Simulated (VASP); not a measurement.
Set up this calculation in VASP 6.6.1, as the native input.

```yaml
Task: single point
Functional: PBE
Potentials_or_basis: VASP PAW PBE potentials, release 64 (Fe, O)
Cutoff: 520 eV
k_mesh: 9 × 9 × 9
Occupations: fermi-dirac, width 0.05 eV
Spin: collinear spin, ferromagnetic start
Starting_moments: "[0.8, 0.0] μB"
Fixed_moment: 0.8 μB
Dipole_correction: no
Further_INCAR_settings: ALGO = Normal; EDIFF = 1e-06; NBANDS = 18
```

The structure of FeO lies in POSCAR:

```
FeO
1.0
    1.5176821100      0.8762341800      2.5157945800
   -1.5176821100      0.8762341800      2.5157945800
    0.0000000000     -1.7524683500      2.5157945800
Fe O
1 1
Direct
    0.0000000000      0.0000000000      0.0000000000
    0.5000000000      0.5000000000      0.5000000000
```

These files were run (other wordings do the same):

INCAR

```
PREC = Accurate
ENCUT = 520
EDIFF = 1E-6
ISMEAR = -1
SIGMA = 0.05
LREAL = False
LASPH = True
NELM = 150
ALGO = Normal
ISIF = 2
LWAVE = False
LCHARG = False
ISPIN = 2
MAGMOM = 0.8 0
LORBIT = 11
NUPDOWN = 0.8
LMAXMIX = 4
GGA = PE
NBANDS = 18
```

KPOINTS

```
regular mesh
0
Gamma
  9 9 9
```

Potentials or basis: VASP PAW PBE potentials, release 64 (Fe, O).

Run with:

```sh
$ cat potpaw_PBE.64/Fe/POTCAR potpaw_PBE.64/O/POTCAR > POTCAR
$ mpirun -np 1 vasp_std > vasp.out
```

It gave:

```yaml
Pressure: -23.0 GPa
Net_moment: 0.80 μB per cell
Site_moments: Fe +0.78; O +0.02 μB
Valence_electrons_inside_the_program's_atomic_spheres: Fe 6.85; O 4.92
```

Caveat: the total moment is fixed, so each spin has its own Fermi level; a cell with one magnetic atom can't hold antiferromagnetic order, which such compounds often take.

It took 4.1 min on 1 thread of AMD EPYC 7R13, on a shared host, peak memory 0.15 GiB.
